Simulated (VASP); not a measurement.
# Re (P6_3/mmc) in VASP: notebook

The runs below take Re through single point, with LDA.

All numbers are computed with VASP 6.6.1; they aren't measurements. Logs are shortened: lines on timing, memory, paths and dates and some standing lists are left out, and cuts for length are marked.

### 1 The cell of the first run

The structure is hexagonal, space group P6_3/mmc (No. 194). The conventional cell has a = 2.723 Å, b = 2.723 Å, c = 4.398 Å, α = 90.00°, β = 90.00°, γ = 120.00°. Within 3.6 Å of Re (site symmetry -6m2) lie 12 Re at 2.70 to 2.72 Å.

### 2 Single point, LDA

INCAR

```
SYSTEM = Re
ALGO = Normal
EDIFF = 1E-6
ENCUT = 520
ISIF = 2
ISMEAR = -1
LASPH = .True.
LCHARG = .False.
LREAL = .False.
LWAVE = .False.
NBANDS = 14
NELM = 100
PREC = Accurate
SIGMA = 0.05
```

KPOINTS

```
k-points
0
Gamma
  11 11 6
  0 0 0
```

POSCAR

```
Re
1.0
    2.7234873179      0.0000000000      0.0000000000
   -1.3617436590      2.3586092042      0.0000000000
    0.0000000000      0.0000000000      4.3979466679
Re
2
Direct
    0.6666666667      0.3333333333      0.7500000000
    0.3333333333      0.6666666667      0.2500000000
```

Potentials or basis: VASP PAW LDA potentials, release 64 (Re).

On the command line:

```sh
> cat potpaw_LDA.64/Re/POTCAR > POTCAR
> mpirun -np 1 vasp_std > vasp.out
```

OUTCAR:

```text
SYSTEM = Re
   EDIFF = 1E-6
   ENCUT = 520
   ISIF = 2
   ISMEAR = -1
   LASPH = .True.
   LREAL = .False.
   NELM = 100
   PREC = Accurate

 ion  position               nearest neighbor table
   1  0.667  0.333  0.750-   2 2.70   2 2.70   2 2.70   2 2.70   2 2.70   2 2.70
   2  0.333  0.667  0.250-   1 2.70   1 2.70   1 2.70   1 2.70   1 2.70   1 2.70

  LATTYP: Found a hexagonal cell.
 ALAT       =     2.7234873179
 C/A-ratio  =     1.6148217908

  Lattice vectors:

 A1 = (   2.7234873179,   0.0000000000,   0.0000000000)
 A2 = (  -1.3617436590,   2.3586092042,   0.0000000000)
 A3 = (   0.0000000000,   0.0000000000,   4.3979466679)

Analysis of symmetry for initial positions (statically):
=====================================================================
 Subroutine PRICEL returns:
 Original cell was already a primitive cell.

 Routine SETGRP: Setting up the symmetry group for a
 hexagonal supercell.

 Subroutine GETGRP returns: Found 24 space group operations
 (whereof 12 operations were pure point group operations)
 out of a pool of 24 trial point group operations.

The static configuration has the point symmetry D_3d.
 The point group associated with its full space group is D_6h.

Analysis of symmetry for dynamics (positions and initial velocities):
=====================================================================
 Subroutine PRICEL returns:
 Original cell was already a primitive cell.

 Routine SETGRP: Setting up the symmetry group for a
 hexagonal supercell.

 Subroutine GETGRP returns: Found 24 space group operations
 (whereof 12 operations were pure point group operations)
 out of a pool of 24 trial point group operations.

The dynamic configuration has the point symmetry D_3d.
 The point group associated with its full space group is D_6h.

 Subroutine INISYM returns: Found 24 space group operations
 (whereof 12 operations are pure point group operations),
 and found     1 'primitive' translations

----------------------------------------------------------------------------------------

                                     Primitive cell

  volume of cell :      28.2508

  direct lattice vectors                    reciprocal lattice vectors
     2.723487318  0.000000000  0.000000000     0.367176301  0.211989336  0.000000000
    -1.361743659  2.358609204  0.000000000     0.000000000  0.423978673  0.000000000
     0.000000000  0.000000000  4.397946668     0.000000000  0.000000000  0.227378837

[... 91 lines left out ...]
   POTIM  = 0.5000    time-step for ionic-motion
   TEBEG  =    0.0;   TEEND  =   0.0 temperature during run
   PSTRESS=    0.0 pullay stress
   NELECT =      14.0000    total number of electrons
   NUPDOWN=      -1.0000    fix difference up-down
   EMIN   =  10.00;   EMAX   =-10.00  energy-range for DOS
   EFERMI =   0.00;   METHOD = LEGACY
   ISMEAR =    -1;   SIGMA  =   0.05  broadening in eV -4-tet -1-fermi 0-gaus
   EFERMI_NEDOS =   21; number of points for ismear=-14 and -15
   IALGO  =     38    algorithm
   IMIX   =      4    mixing-type and parameters
     AMIX     =   0.40;   BMIX     =  1.00
     AMIX_MAG =   1.60;   BMIX_MAG =  1.00
  volume/ion in A,a.u.               =      14.13        95.32
  Fermi-wavevector in a.u.,A,eV,Ry     =   1.295509  2.448157 22.835248  1.678343
  Thomas-Fermi vector in A             =   2.427024
   LORBIT       =      0    0 simple, 1 ext, 2 COOP (PROOUT), +10 PAW based schemes
   GGA     = CA    functional components
   LHFCALC =     F    Hartree Fock is set to
   AEXX    =    0.0000 exact exchange contribution
   IVDW    =     0    specifies the selected vdW correction
   LEPSILON=     F    determine dielectric tensor
   LRPA    =     F    only Hartree local field effects (RPA)
 non-spin polarized calculation
  energy-cutoff  :      520.00
  volume of cell :       28.25
 maximum number of plane-waves:       782
   NGX = 11   NGY = 11   NGZ = 17

 number of electron      14.0000000 magnetization

 Free energy of the ion-electron system (eV)
  ---------------------------------------------------
  ext. energy  EPLUGINS =         0.00000000
  ---------------------------------------------------
  free energy    TOTEN  =       -27.51948238 eV

  energy without entropy =      -27.50747643  energy(sigma->0) =      -27.51347941

 E-fermi :   8.3947     XC(G=0): -14.0625

 val. band max:        8.3290857605   @ k =   0.1818  -0.0000   0.1667
 cond. band min:       8.4153671153   @ k =   0.1818   0.0909   0.0000
 fundamental gap:      0.0862813548
 Fermi energy:         8.3947163415

 k-point     1 :       0.0000    0.0000    0.0000
  band No.  band energies     occupation
      1      -1.7016      2.00000
      2       1.4568      2.00000
      3       6.6553      2.00000
      4       6.6553      2.00000
      5       6.6619      2.00000
      6       7.5486      2.00000
      7       7.5486      2.00000
      8       8.5349      0.11430
      9       8.5349      0.11430
     10       9.2131      0.00000
     11      11.9116      0.00000
     12      11.9116      0.00000
     13      18.9575      0.00000
     14      22.6326      0.00000
[... 377 lines left out ...]
      1       0.7083      2.00000
      2       3.2373      2.00000
      3       4.6531      2.00000
      4       4.9683      2.00000
      5       6.2790      2.00000
      6       7.0259      2.00000
      7       7.6813      2.00000
      8       8.6561      0.01068
      9       9.4184      0.00000
     10       9.8325      0.00000
     11      12.3555      0.00000
     12      15.6294      0.00000
     13      20.1047      0.00000
     14      24.9303      0.00000

 [... further k-points ...]

------------------------ aborting loop because EDIFF is reached ----------------------------------------

  FORCE on cell =-STRESS in cart. coord.  units (eV):
  Direction    XX          YY          ZZ          XY          YZ          ZX
  --------------------------------------------------------------------------------------
  -------------------------------------------------------------------------------------
  Total        1.3803642      1.3803642      1.3047707     -0.0000000      0.0000000      0.0000000
  in kB       78.2839906     78.2839906     73.9968929     -0.0000000      0.0000000      0.0000000
  external PRESSURE =      76.8549581 kB  Pullay stress =       0.0000000 kB

 VOLUME and BASIS-vectors are now :
 -----------------------------------------------------------------------------
  energy-cutoff  :      520.00
  volume of cell :       28.25
      direct lattice vectors                 reciprocal lattice vectors
     2.723487318  0.000000000  0.000000000     0.367176301  0.211989336  0.000000000
    -1.361743659  2.358609204  0.000000000     0.000000000  0.423978673  0.000000000
     0.000000000  0.000000000  4.397946668     0.000000000  0.000000000  0.227378837

 POSITION                                       TOTAL-FORCE (eV/Angst)
 -----------------------------------------------------------------------------------
      1.36174      0.78620      3.29846        -0.000000      0.000000      0.000000
     -0.00000      1.57241      1.09949         0.000000     -0.000000      0.000000
 -----------------------------------------------------------------------------------
    total drift:                               -0.000000      0.000000     -0.000000

  FREE ENERGIE OF THE ION-ELECTRON SYSTEM (eV)
  ---------------------------------------------------
  free  energy   TOTEN  =       -27.5194823838 eV

  energy  without entropy=      -27.5074764265  energy(sigma->0) =      -27.51347941
```

Run time: 16 s. Hardware: 1 thread of Intel Xeon Platinum 8375C at 2.90GHz (Ice Lake), shared host; peak memory 0.14 GiB.

What came out:

```yaml
Free_energy: -27.5195 eV
Pressure: 7.7 GPa
Band_gap_on_the_k_mesh: zero (band 7 reaches 9.96 eV, above the bottom of band 8 at 6.52 eV)
```

Stress tensor (GPa, compression positive):
```
7.83 0.00 0.00
0.00 7.83 0.00
0.00 0.00 7.40
```

Caveat: spin-orbit coupling is left out, which moves the levels of the heavy elements.

### 3 Single point, LDA

This run uses another cell than the first one, of 14.42 Å³/atom, 1.021 times its volume.

INCAR

```
SYSTEM = Re
PREC     = Accurate       ! precision mode
ENCUT    = 520            ! plane-wave cutoff, eV
EDIFF    = 1E-7           ! SCF threshold, eV
ISMEAR   = -1             ! smearing method
SIGMA    = 0.05           ! smearing width, eV
LREAL    = .False.        ! projectors in reciprocal space
LASPH    = .True.         ! aspherical terms in the spheres
NELM     = 60             ! most SCF steps
ALGO     = Fast           ! electronic algorithm
ISIF     = 2              ! what is computed and relaxed
LWAVE    = .False.        ! write WAVECAR
LCHARG   = .False.        ! write CHGCAR
GGA      = CA             ! functional
NBANDS   = 14             ! bands
```

KPOINTS

```
regular mesh
0
Gamma
  11 11 6
  0 0 0
```

POSCAR

```
Re
1.0
    2.7422705826      0.0000000000      0.0000000000
   -1.3711352913      2.3748759886      0.0000000000
    0.0000000000      0.0000000000      4.4282782931
Re
2
Direct
    0.6666666667      0.3333333333      0.7500000000
    0.3333333333      0.6666666667      0.2500000000
```

Potentials or basis: VASP PAW LDA potentials, release 64 (Re).

On the command line:

```sh
> cat potpaw_LDA.64/Re/POTCAR > POTCAR
> mpirun -np 1 vasp_std > vasp.out
```

It took 20 s on 1 thread of Intel Xeon Platinum 8375C at 2.90GHz (Ice Lake), shared host; peak memory 0.14 GiB.

The run converged. Its results:

- Free energy: -27.5318 eV
- Pressure: -1.1 GPa
- Band gap on the k mesh: zero (band 7 reaches 9.62 eV, above the bottom of band 8 at 6.31 eV)

Stress tensor (GPa, compression positive):
```
-0.93  0.00  0.00
 0.00 -0.93  0.00
 0.00  0.00 -1.42
```

Levels at points of the mesh, in eV from the Fermi level:
```tsv
k point	band 3	band 4	band 5	band 6	band 7	band 8	band 9	band 10	band 11	band 12
(0.00, 0.00, 0.00)	-1.68	-1.68	-1.67	-0.81	-0.81	0.15	0.15	0.77	3.42	3.42
(0.00, 0.00, 0.50)	-2.45	-2.45	-1.81	-1.81	-1.81	-1.81	2.59	2.59	2.59	2.59
```

Caveat: spin-orbit coupling is left out, which moves the levels of the heavy elements.
